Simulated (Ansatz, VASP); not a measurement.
## SiN in VASP and in Ansatz

```xyz
4
Lattice="2.8337 0.0000 0.0000 -1.4168 2.4540 0.0000 0.0000 0.0000 5.7094" Properties=species:S:1:pos:R:3 pbc="T T T"
Si    0.0000    1.6360    2.9421
Si    1.4168    0.8180    5.7968
N     0.0000    1.6360    4.9083
N     1.4168    0.8180    2.0537
```

Alike in both runs: functional PBE; k mesh 6 × 6 × 4; occupations gaussian, width 0.1 eV; no spin polarisation.

Ansatz relaxed the structure, and its values are those at the end. VASP's run is a single point on that final structure, the one shown.

```csv
,VASP,Ansatz
version,VASP 6.6.1,Ansatz 0.2.0
potentials or method,"VASP PAW PBE potentials, release 64 (Si, N), cutoff 520 eV","scalar-relativistic, plane waves, PAW"
valence electrons in the cell,18,18
```

```tsv
	VASP	Ansatz	Ansatz less VASP
gap on the k mesh at the Fermi level (eV)	none	none	-
pressure (GPa)	-0.2	-0.1	+0.11
rms of the force components (eV/Å)	0.001	0.004	+0.0030
```

A gap of «none» marks a metal or a gap that the smearing closes. The functional is the same, so the differences come from potentials, cutoffs and numerics.

The k mesh is coarse, so the values compare programs but aren't converged.
